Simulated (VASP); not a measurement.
The system is HfZrS4.

```
Zr Hf S
1.0
     5.87271    0.00000    0.00000
     0.00000    3.58850    0.00000
     0.00000    0.00000    6.21547
Zr Hf S
1 1 4
Cartesian
  0.0000 1.7943 3.1077
  0.0000 0.0000 0.0000
  1.3972 1.7943 5.1796
  1.3972 0.0000 2.0718
  4.4755 0.0000 4.1436
  4.4755 1.7943 1.0359
```

```yaml
Program: VASP 6.6.1
Task: relaxation of cell and atoms
Functional: PBE
Potentials_or_basis: VASP PAW PBE potentials, release 64 (Zr_sv, Hf_pv, S)
Cutoff: 600 eV
k_mesh: 4 × 6 × 4
Occupations: gaussian, width 0.1 eV
Spin: no spin polarisation
```

At the start: pressure 8.2 GPa; volume 21.83 Å³/atom.

Task: How do energy, volume and symmetry change on relaxing?

Result: Over 17 steps the energy falls by 49.0 meV/atom and the volume is 25.62 Å³/atom (+17.4 %); space group P2/m (No. 10, to 0.1 Å) before and after.

The path:
```
step  energy change (eV)  largest force (eV/Å)  pressure (GPa)  volume (Å³)
   1              0.0000                1.0547            8.17       130.99
   2              0.1966                1.3163           -8.05       153.26
   3             -0.2504                0.2070           -0.11       139.92
   4             -0.2506                0.1924            0.06       139.70
   5             -0.2505                0.1816            0.20       139.52
   6             -0.2565                0.1186            0.22       139.85
   7             -0.2620                0.1412            0.29       140.58
   8             -0.2667                0.1606           -0.11       141.91
   9             -0.2705                0.2053           -0.79       144.38
  10             -0.2720                0.1917           -0.74       144.56
  11             -0.2762                0.1590           -0.60       145.08
  12             -0.2826                0.1000           -0.29       146.14
  13             -0.2877                0.1118            0.35       148.23
  14             -0.2894                0.0940            0.21       149.24
  15             -0.2917                0.0945           -0.15       152.10
  16             -0.2930                0.0619           -0.06       152.63
  17             -0.2940                0.0259            0.14       153.73
```

Final structure:
```
Zr Hf S
1.0
     6.61970    0.00000    0.00518
     0.00000    3.66463    0.00000
     0.00514    0.00000    6.33714
Zr Hf S
1 1 4
Cartesian
  0.0026 1.8323 3.1686
  0.0000 0.0000 0.0000
  1.4490 1.8323 5.2987
  1.4506 0.0000 2.0975
  5.1742 0.0000 4.2448
  5.1759 1.8323 1.0436
```

Caveat: the volume moved by over 15 % at a fixed basis, so the end points are rough; this functional lacks dispersion, which binds layers or chains, so the pressure and a relaxed spacing across them are unreliable.
